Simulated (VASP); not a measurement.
# C (R-3m) in VASP: notebook

The runs below take C through relaxation of the atoms, with PBE.

Everything below comes from runs of VASP 6.6.1. Logs are shortened: lines on timing, memory, paths and dates and some standing lists are left out, and cuts for length are marked.

## (1) The cell of the first run

Symmetry: R-3m, No. 166, trigonal system. Conventional cell: a = 2.488 Å, b = 2.488 Å, c = 6.056 Å, α = 90.00°, β = 90.00°, γ = 120.00°. Within 2.0 Å of C (site symmetry 3m) lie 4 C at 1.51 to 1.52 Å.

## (2) Relaxation of the atoms, PBE (strained cell)

Contents of INCAR:

```
SYSTEM = C
PREC     = Accurate       ! precision mode
ENCUT    = 520            ! plane-wave cutoff, eV
EDIFF    = 1E-7           ! SCF threshold, eV
ISMEAR   = 0              ! smearing method
SIGMA    = 0.02           ! smearing width, eV
LREAL    = .FALSE.        ! projectors in reciprocal space
LASPH    = .TRUE.         ! aspherical terms in the spheres
NELM     = 120            ! most SCF steps
ALGO     = Normal         ! electronic algorithm
ISIF     = 2              ! what is computed and relaxed
LWAVE    = .FALSE.        ! write WAVECAR
LCHARG   = .FALSE.        ! write CHGCAR
GGA      = PE             ! functional
IBRION   = 2              ! ionic algorithm
NSW      = 60             ! ionic steps
EDIFFG   = -0.002         ! ionic threshold
GGA_COMPAT= .FALSE.      
NELMIN   = 4
```

Contents of KPOINTS:

```
regular mesh
0
G
  9 9 9
  0 0 0
```

Contents of POSCAR:

```
C
1.0
   -0.0071432120      1.7518727399      1.7518727399
    1.7518727399     -0.0071432120      1.7518727399
    1.7518727399      1.7518727399     -0.0071432120
C
2
Direct
    0.0001625484      0.0001625484      0.0001625484
    0.2498374516      0.2498374516      0.2498374516
```

Potentials or basis: VASP PAW PBE potentials, release 64 (C).

The run is started by

```console
$ cat potpaw_PBE.64/C/POTCAR > POTCAR
$ mpirun -np 1 vasp_std > vasp.out
```

OUTCAR:

```text
SYSTEM = C
   PREC = Accurate
   ENCUT = 520
   EDIFF = 1E-7
   ISMEAR = 0
   LREAL = .FALSE.
   LASPH = .TRUE.
   NELM = 120
   ISIF = 2
   GGA = PE
   IBRION = 2
   NSW = 60
   EDIFFG = -0.002
   NELMIN = 4

 ion  position               nearest neighbor table
   1  0.000  0.000  0.000-   2 1.51   2 1.52   2 1.52   2 1.52
   2  0.250  0.250  0.250-   1 1.51   1 1.52   1 1.52   1 1.52

  LATTYP: Found a trigonal (rhomboedric) cell.
 ALAT       =     2.4775324860
 COS(alpha) =     0.4959184055

  Lattice vectors:

 A1 = (  -0.0071432120,   1.7518727399,   1.7518727399)
 A2 = (   1.7518727399,  -0.0071432120,   1.7518727399)
 A3 = (   1.7518727399,   1.7518727399,  -0.0071432120)

Analysis of symmetry for initial positions (statically):
=====================================================================
 Subroutine PRICEL returns:
 Original cell was already a primitive cell.

 Routine SETGRP: Setting up the symmetry group for a
 trigonal (rhombohedral) supercell.

 Subroutine GETGRP returns: Found 12 space group operations
 (whereof  6 operations were pure point group operations)
 out of a pool of 12 trial point group operations.

The static configuration has the point symmetry C_3v.
 The point group associated with its full space group is D_3d.

Analysis of symmetry for dynamics (positions and initial velocities):
=====================================================================
 Subroutine PRICEL returns:
 Original cell was already a primitive cell.

 Routine SETGRP: Setting up the symmetry group for a
 trigonal (rhombohedral) supercell.

 Subroutine GETGRP returns: Found 12 space group operations
 (whereof  6 operations were pure point group operations)
 out of a pool of 12 trial point group operations.

The dynamic configuration has the point symmetry C_3v.
 The point group associated with its full space group is D_3d.

 Subroutine INISYM returns: Found 12 space group operations
 (whereof  6 operations are pure point group operations),
 and found     1 'primitive' translations

----------------------------------------------------------------------------------------

                                     Primitive cell

  volume of cell :      10.8190

  direct lattice vectors                    reciprocal lattice vectors
    -0.007143212  1.751872740  1.751872740    -0.283669144  0.284830533  0.284830533
     1.751872740 -0.007143212  1.751872740     0.284830533 -0.283669144  0.284830533
     1.751872740  1.751872740 -0.007143212     0.284830533  0.284830533 -0.283669144

  length of vectors
     2.477532486  2.477532486  2.477532486     0.492671339  0.492671339  0.492671339

  position of ions in fractional coordinates (direct lattice)
     0.000162548  0.000162548  0.000162548
     0.249837452  0.249837452  0.249837452

  ion indices of the primitive-cell ions
   primitive index   ion index
                 1           1
                 2           2

----------------------------------------------------------------------------------------

 KPOINTS: regular mesh

Automatic generation of k-mesh.
 Grid dimensions read from file:
 generate k-points for:    9    9    9

 Generating k-lattice:

  Cartesian coordinates                     Fractional coordinates (reciprocal lattice)
    -0.031518794  0.031647837  0.031647837     0.111111111 -0.000000000 -0.000000000
     0.031647837 -0.031518794  0.031647837    -0.000000000  0.111111111 -0.000000000
     0.031647837  0.031647837 -0.031518794    -0.000000000 -0.000000000  0.111111111

  Length of vectors
     0.054741260  0.054741260  0.054741260

  Shift w.r.t. Gamma in fractional coordinates (k-lattice)
     0.000000000  0.000000000  0.000000000

 Subroutine IBZKPT returns following result:
 ===========================================

 Found     85 irreducible k-points:

 Following reciprocal coordinates:
            Coordinates               Weight
  0.000000  0.000000  0.000000      1.000000
  0.111111  0.000000  0.000000      6.000000
  0.222222  0.000000  0.000000      6.000000
[... 40 lines left out ...]
   EFERMI_NEDOS =   21; number of points for ismear=-14 and -15
   IALGO  =     38    algorithm
   IMIX   =      4    mixing-type and parameters
     AMIX     =   0.40;   BMIX     =  1.00
     AMIX_MAG =   1.60;   BMIX_MAG =  1.00
  volume/ion in A,a.u.               =       5.41        36.50
  Fermi-wavevector in a.u.,A,eV,Ry     =   1.480390  2.797532 29.817922  2.191555
  Thomas-Fermi vector in A             =   2.594430
   LORBIT       =      0    0 simple, 1 ext, 2 COOP (PROOUT), +10 PAW based schemes
   GGA     = PE    functional components
   LHFCALC =     F    Hartree Fock is set to
   AEXX    =    0.0000 exact exchange contribution
   IVDW    =     0    specifies the selected vdW correction
   LEPSILON=     F    determine dielectric tensor
   LRPA    =     F    only Hartree local field effects (RPA)
 conjugate gradient relaxation of ions
 non-spin polarized calculation
 Gauss-broadening in eV      SIGMA  =   0.02
  energy-cutoff  :      520.00
  volume of cell :       10.82
 maximum number of plane-waves:       302
   NGX =  9   NGY =  9   NGZ =  9

--------------------------------------- Ionic step        1  -------------------------------------------

 number of electron       8.0000002 magnetization

 Free energy of the ion-electron system (eV)
  ---------------------------------------------------
  ext. energy  EPLUGINS =         0.00000000
  ---------------------------------------------------
  free energy    TOTEN  =       -18.13877075 eV

  energy without entropy =      -18.13877075  energy(sigma->0) =      -18.13877075

------------------------ aborting loop because EDIFF is reached ----------------------------------------

  FORCE on cell =-STRESS in cart. coord.  units (eV):
  Direction    XX          YY          ZZ          XY          YZ          ZX
  --------------------------------------------------------------------------------------
  -------------------------------------------------------------------------------------
  Total        1.7150825      1.7150825      1.7150825      0.1842704      0.1842704      0.1842704
  in kB      253.9860226    253.9860226    253.9860226     27.2885444     27.2885444     27.2885444
  external PRESSURE =     253.9860226 kB  Pullay stress =       0.0000000 kB
[... 57 lines left out ...]
  energy  without entropy=      -18.1372380944  energy(sigma->0) =      -18.13723809

--------------------------------------- Ionic step        3  -------------------------------------------

 number of electron       8.0000002 magnetization

 Free energy of the ion-electron system (eV)
  ---------------------------------------------------
  ext. energy  EPLUGINS =         0.00000000
  ---------------------------------------------------
  free energy    TOTEN  =       -18.13896152 eV

  energy without entropy =      -18.13896152  energy(sigma->0) =      -18.13896152

 E-fermi :  10.6178     XC(G=0): -13.4900

 val. band max:       10.4487707143   @ k =   0.0000   0.0000   0.0000
 cond. band min:      14.6884928817   @ k =   0.3333   0.3333  -0.0000
 fundamental gap:      4.2397221674
 Fermi energy:        10.6177597069

 k-point     1 :       0.0000    0.0000    0.0000
  band No.  band energies     occupation
      1     -11.6970      2.00000
      2      10.4168      2.00000
      3      10.4168      2.00000
      4      10.4488      2.00000
      5      16.0929      0.00000
      6      16.0929      0.00000
      7      16.2583      0.00000
      8      24.8655      0.00000
[... 243 lines left out ...]
 k-point    24 :       0.4444    0.4444    0.0000
  band No.  band energies     occupation
      1      -4.4599      2.00000
      2      -0.7849      2.00000
      3       3.9069      2.00000
      4       3.9995      2.00000
      5      14.8578      0.00000
      6      15.9830      0.00000
      7      27.5623      0.00000
      8      27.5818      0.00000

 [... further k-points ...]

------------------------ aborting loop because EDIFF is reached ----------------------------------------

  FORCE on cell =-STRESS in cart. coord.  units (eV):
  Direction    XX          YY          ZZ          XY          YZ          ZX
  --------------------------------------------------------------------------------------
  -------------------------------------------------------------------------------------
  Total        1.7137886      1.7137886      1.7137886      0.1727308      0.1727308      0.1727308
  in kB      253.7944057    253.7944057    253.7944057     25.5796422     25.5796422     25.5796422
  external PRESSURE =     253.7944057 kB  Pullay stress =       0.0000000 kB
[... 17 lines left out ...]
  FREE ENERGIE OF THE ION-ELECTRON SYSTEM (eV)
  ---------------------------------------------------
  free  energy   TOTEN  =       -18.1389615192 eV

  energy  without entropy=      -18.1389615192  energy(sigma->0) =      -18.13896152

 reached required accuracy - stopping structural energy minimisation
```

Run time: 12 s. Hardware: 1 thread of AMD EPYC 7R13 (Zen 3), shared host; peak memory 0.08 GiB.

What came out:

```yaml
Free_energy: -18.1390 eV
Energy_gained_by_relaxing: 0.1 meV/atom
Ionic_steps: 3
Pressure_after_relaxing: 25.4 GPa
Band_gap_on_the_k_mesh: 4.24 eV (least direct gap 5.64 eV)
```

Stress tensor (GPa, compression positive):
```
25.38  2.56  2.56
 2.56 25.38  2.56
 2.56  2.56 25.38
```

Step by step:
```
step  energy change (eV)  largest force (eV/Å)  pressure (GPa)
   1              0.0000                0.1264           25.40
   2              0.0015                0.3736           25.36
   3             -0.0002                0.0000           25.38
```

Final structure:
```
CELL_PARAMETERS angstrom
-0.00714 1.75187 1.75187
1.75187 -0.00714 1.75187
1.75187 1.75187 -0.00714
ATOMIC_POSITIONS crystal
C 0.99991 0.99991 0.99991
C 0.25009 0.25009 0.25009
```

Levels at points of the mesh, in eV from the valence-band top:
| k point | band 2 | band 3 | band 4 | band 5 | band 6 | band 7 |
| --- | --- | --- | --- | --- | --- | --- |
| (0.00, 0.00, 0.00) | -0.03 | -0.03 | 0.00 | 5.64 | 5.64 | 5.81 |

Caveat: the cell differs from its parent crystal (strained cell); an odd mesh through Γ misses points on the zone boundary, where band edges can lie.

## (3) Relaxation of the atoms, PBE (strained cell)

Contents of INCAR:

```
PREC = Accurate ; ENCUT = 520
EDIFF = 1E-7 ; ISMEAR = 0
SIGMA = 0.02 ; LREAL = False
LASPH = True ; NELM = 120
ALGO = Normal ; ISIF = 2
LWAVE = False ; LCHARG = False
GGA = PE ; IBRION = 2
NSW = 60 ; EDIFFG = -0.002
GGA_COMPAT = False ; NELMIN = 4
```

Contents of KPOINTS:

```
Automatic mesh
0
Gamma
  9 9 9
```

Contents of POSCAR:

```
C
1.0
    0.0204309967      1.7794469485      1.7794469485
    1.7794469485      0.0204309967      1.7794469485
    1.7794469485      1.7794469485      0.0204309967
C
2
Direct
   -0.0000826596     -0.0000826596     -0.0000826596
    0.2500826596      0.2500826596      0.2500826596
```

Potentials or basis: VASP PAW PBE potentials, release 64 (C).

The run is started by

```console
$ cat potpaw_PBE.64/C/POTCAR > POTCAR
$ mpirun -np 1 vasp_std > vasp.out
```

Wall time 15 s (1 thread of AMD EPYC 7R13 (Zen 3), shared host); peak memory 0.09 GiB.

It converged, with:

- Free energy: -18.1632 eV
- Energy gained by relaxing: 0.1 meV/atom
- Ionic steps: 3
- Pressure after relaxing: 13.7 GPa
- Band gap on the k mesh: 4.18 eV (least direct gap 5.29 eV)

Stress tensor (GPa, compression positive):
```
13.71 -6.84 -6.84
-6.84 13.71 -6.84
-6.84 -6.84 13.71
```

Step by step:
```
step  energy change (eV)  largest force (eV/Å)  pressure (GPa)
   1              0.0000                0.1102           13.76
   2              0.0009                0.2900           13.63
   3             -0.0002                0.0000           13.71
```

Final structure:
```xyz
2
Lattice="0.0204 1.7794 1.7794 1.7794 0.0204 1.7794 1.7794 1.7794 0.0204" Properties=species:S:1:pos:R:3 pbc="T T T"
C     0.0006    0.0006    0.0006
C     0.8943    0.8943    0.8943
```

Levels at points of the mesh, in eV from the valence-band top:
| k point | band 2 | band 3 | band 4 | band 5 | band 6 | band 7 |
| --- | --- | --- | --- | --- | --- | --- |
| (0.00, 0.00, 0.00) | -0.07 | 0.00 | 0.00 | 5.29 | 5.80 | 5.80 |

Caveat: the cell differs from its parent crystal (strained cell); an odd mesh through Γ misses points on the zone boundary, where band edges can lie.

## (4) Relaxation of the atoms, PBE (strained cell)

Contents of INCAR:

```
SYSTEM = C
  PREC = Accurate
  ENCUT = 520
  EDIFF = 1E-7
  ISMEAR = 0
  SIGMA = 0.02
  LREAL = .False.
  LASPH = .True.
  NELM = 120
  ALGO = Normal
  ISIF = 2
  LWAVE = .False.
  LCHARG = .False.
  GGA = PE
  IBRION = 2
  NSW = 60
  EDIFFG = -0.002
  GGA_COMPAT = .False.
  NELMIN = 4
```

Contents of KPOINTS:

```
Automatic mesh
0
Gamma
  9 9 9
  0 0 0
```

Contents of POSCAR:

```
C
1.0
    0.0198477467      1.7788636985      1.7788636985
    1.7788636985      0.0198477467      1.7788636985
    1.7788636985      1.7788636985      0.0198477467
C
2
Direct
    0.0001450983      0.0001450983      0.0001450983
    0.2498549017      0.2498549017      0.2498549017
```

The run is started by

```console
$ cat potpaw_PBE.64/C/POTCAR > POTCAR
$ mpirun -np 1 vasp_std > vasp.out
```

Run time: 13 s. Hardware: 1 thread of AMD EPYC 7R13 (Zen 3), shared host; peak memory 0.09 GiB.

Results (log left out):

| Property | Result |
| --- | --- |
| Free energy | -18.1631 eV |
| Energy gained by relaxing | 0.0 meV/atom |
| Ionic steps | 3 |
| Pressure after relaxing | 13.9 GPa |
| Band gap on the k mesh | 4.18 eV (least direct gap 5.30 eV) |

Stress tensor (GPa, compression positive):
```
13.94 -6.65 -6.65
-6.65 13.94 -6.65
-6.65 -6.65 13.94
```

Final structure:
```
C
1.0
     0.01985    1.77886    1.77886
     1.77886    0.01985    1.77886
     1.77886    1.77886    0.01985
C
2
Cartesian
  0.0006 0.0006 0.0006
  0.8938 0.8938 0.8938
```

Levels at points of the mesh, in eV from the valence-band top:
```csv
k point,band 1,band 2,band 3,band 4,band 5,band 6,band 7,band 8
"(0.00, 0.00, 0.00)",-21.83,-0.07,0.00,0.00,5.30,5.79,5.79,13.90
```

Caveat: the cell differs from its parent crystal (strained cell); an odd mesh through Γ misses points on the zone boundary, where band edges can lie.

## (5) Relaxation of the atoms, PBE (strained cell)

Contents of INCAR:

```
SYSTEM = C
  ALGO = Normal
  EDIFF = 1E-7
  EDIFFG = -0.002
  ENCUT = 520
  GGA = PE
  GGA_COMPAT = .False.
  IBRION = 2
  ISIF = 2
  ISMEAR = 0
  LASPH = .True.
  LCHARG = .False.
  LREAL = .False.
  LWAVE = .False.
  NELM = 120
  NELMIN = 4
  NSW = 60
  PREC = Accurate
  SIGMA = 0.02
```

Contents of KPOINTS:

```
k-points
0
Gamma
  9 9 9
  0 0 0
```

Contents of POSCAR:

```
C
1.0
    0.0198051387      1.7788210906      1.7788210906
    1.7788210906      0.0198051387      1.7788210906
    1.7788210906      1.7788210906      0.0198051387
C
2
Direct
    0.0001450983      0.0001450983      0.0001450983
    0.2498549017      0.2498549017      0.2498549017
```

The run is started by

```console
$ cat potpaw_PBE.64/C/POTCAR > POTCAR
$ mpirun -np 1 vasp_std > vasp.out
```

Run time: 10 s. Hardware: 1 thread of AMD EPYC 7R13 (Zen 3), shared host; peak memory 0.09 GiB.

It converged, with:

| Property | Result |
| --- | --- |
| Free energy | -18.1631 eV |
| Energy gained by relaxing | 0.0 meV/atom |
| Ionic steps | 3 |
| Pressure after relaxing | 14.0 GPa |
| Band gap on the k mesh | 4.18 eV (least direct gap 5.30 eV) |

Stress tensor (GPa, compression positive):
```
13.96 -6.64 -6.64
-6.64 13.96 -6.64
-6.64 -6.64 13.96
```

Final structure:
```yaml
crystal:
  lattice:
    - [0.01981, 1.77882, 1.77882]
    - [1.77882, 0.01981, 1.77882]
    - [1.77882, 1.77882, 0.01981]
  atoms:
    - { symbol: C, position: [0.00015, 0.00015, 0.00015] }
    - { symbol: C, position: [0.24985, 0.24985, 0.24985] }
```

Levels at points of the mesh, in eV from the valence-band top:
```csv
k point,band 2,band 3,band 4,band 5,band 6,band 7
"(0.00, 0.00, 0.00)",-0.07,0.00,0.00,5.30,5.79,5.79
```

Caveat: the cell differs from its parent crystal (strained cell); an odd mesh through Γ misses points on the zone boundary, where band edges can lie.

## (6) Relaxation of the atoms, PBE (strained cell)

Contents of INCAR:

```
SYSTEM = C
PREC = Accurate ; ENCUT = 520
EDIFF = 1E-7 ; ISMEAR = 0
SIGMA = 0.02 ; LREAL = .False.
LASPH = .True. ; NELM = 120
ALGO = Normal ; ISIF = 2
LWAVE = .False. ; LCHARG = .False.
GGA = PE ; IBRION = 2
NSW = 60 ; EDIFFG = -0.002
GGA_COMPAT = .False. ; NELMIN = 4
```

Contents of KPOINTS:

```
regular mesh
0
Gamma
  9 9 9
  0 0 0
```

Contents of POSCAR:

```
C
1.0
    0.0285728479      1.7875887998      1.7875887998
    1.7875887998      0.0285728479      1.7875887998
    1.7875887998      1.7875887998      0.0285728479
C
2
Direct
    0.0000000000      0.0000000000      0.0000000000
    0.2500000000      0.2500000000      0.2500000000
```

Potentials or basis: VASP PAW PBE potentials, release 64 (C).

The run is started by

```console
$ cat potpaw_PBE.64/C/POTCAR > POTCAR
$ mpirun -np 1 vasp_std > vasp.out
```

Run time: 14 s. Hardware: 1 thread of AMD EPYC 7R13 (Zen 3), shared host; peak memory 0.09 GiB.

It converged, with:

| Quantity | Value |
| --- | --- |
| Free energy | -18.1614 eV |
| Energy gained by relaxing | 0.0 meV/atom |
| Ionic steps | 3 |
| Pressure after relaxing | 10.6 GPa |
| Band gap on the k mesh | 4.15 eV (least direct gap 5.12 eV) |

Stress tensor (GPa, compression positive):
```
10.61 -9.36 -9.36
-9.36 10.61 -9.36
-9.36 -9.36 10.61
```

Final structure:
```yaml
crystal:
  lattice:
    - [0.02857, 1.78759, 1.78759]
    - [1.78759, 0.02857, 1.78759]
    - [1.78759, 1.78759, 0.02857]
  atoms:
    - { symbol: C, position: [0.00018, 0.00018, 0.00018] }
    - { symbol: C, position: [0.24982, 0.24982, 0.24982] }
```

Levels at points of the mesh, in eV from the valence-band top:
```tsv
k point	band 2	band 3	band 4	band 5	band 6	band 7
(0.00, 0.00, 0.00)	-0.09	0.00	0.00	5.12	5.84	5.84
```

Caveat: the cell differs from its parent crystal (strained cell); an odd mesh through Γ misses points on the zone boundary, where band edges can lie.

## (7) Summary

| cell | gap on the mesh (eV) | pressure (GPa) |
| --- | --- | --- |
| atoms relaxed from a = 2.478 Å, angles 60.3°, 2 atoms | 4.24 | 25.4 |
| atoms relaxed from a = 2.517 Å, angles 59.2°, 2 atoms | 4.18 | 13.7 |
| atoms relaxed from a = 2.516 Å, angles 59.3°, 2 atoms | 4.18 | 14.0 |
| atoms relaxed from a = 2.528 Å, angles 58.9°, 2 atoms | 4.15 | 10.6 |

Alike in all rows: task relaxation of the atoms; level PBE; potentials or basis VASP PAW PBE potentials, release 64 (C); no spin polarisation; k mesh 9 × 9 × 9; cutoff (eV) 520; smearing gaussian 0.02 eV.

Caveats: an odd mesh through Γ misses points on the zone boundary, where band edges can lie.

Absolute energies hang on the potentials; compare differences alone.
